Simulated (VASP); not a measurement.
The system is Zn3SeS2.

```
CELL_PARAMETERS angstrom
-1.91644 1.91644 8.13076
1.91644 -1.91644 8.13076
1.91644 1.91644 -8.13076
ATOMIC_POSITIONS crystal
Zn 0.66667 0.66667 0.00000
Zn 0.00000 0.00000 0.00000
Zn 0.33333 0.33333 0.00000
Se 0.75000 0.25000 0.50000
S 0.08333 0.58333 0.50000
S 0.41667 0.91667 0.50000
```

* Program: VASP 6.6.1
* Task: relaxation of cell and atoms
* Functional: PBE
* Potentials or basis: VASP PAW PBE potentials, release 64 (Zn, Se, S)
* Cutoff: 600 eV
* k mesh: 6 × 6 × 6
* Occupations: gaussian, width 0.1 eV
* Spin: no spin polarisation

At the start: pressure 5.5 GPa; volume 19.91 Å³/atom.

**Question.** Where does the relaxation end?

**Answer.** Over 7 steps the energy falls by 36.8 meV/atom and the volume is 21.34 Å³/atom (+7.2 %); space group I-4m2 (No. 119, to 0.1 Å) before and after.

Step by step:
| step | energy change (eV) | largest force (eV/Å) | pressure (GPa) | volume (Å³) |
| --- | --- | --- | --- | --- |
| 1 | 0.0000 | 0.8946 | 5.45 | 119.45 |
| 2 | -0.1737 | 0.3177 | -1.62 | 131.55 |
| 3 | -0.1835 | 0.4138 | -0.51 | 129.08 |
| 4 | -0.2025 | 0.2510 | -0.27 | 128.53 |
| 5 | -0.2170 | 0.1856 | 0.19 | 127.47 |
| 6 | -0.2204 | 0.0487 | -0.08 | 127.93 |
| 7 | -0.2206 | 0.0196 | -0.12 | 128.03 |

Final structure:
```yaml
crystal:
  lattice:
    - [-1.96190, 1.96190, 8.31579]
    - [1.96190, -1.96190, 8.31579]
    - [1.96190, 1.96190, -8.31579]
  atoms:
    - { symbol: Zn, position: [0.66060, 0.66060, 0.00000] }
    - { symbol: Zn, position: [0.00000, 0.00000, 0.00000] }
    - { symbol: Zn, position: [0.33940, 0.33940, 0.00000] }
    - { symbol: Se, position: [0.75000, 0.25000, 0.50000] }
    - { symbol: S, position: [0.08041, 0.58041, 0.50000] }
    - { symbol: S, position: [0.41959, 0.91959, 0.50000] }
```
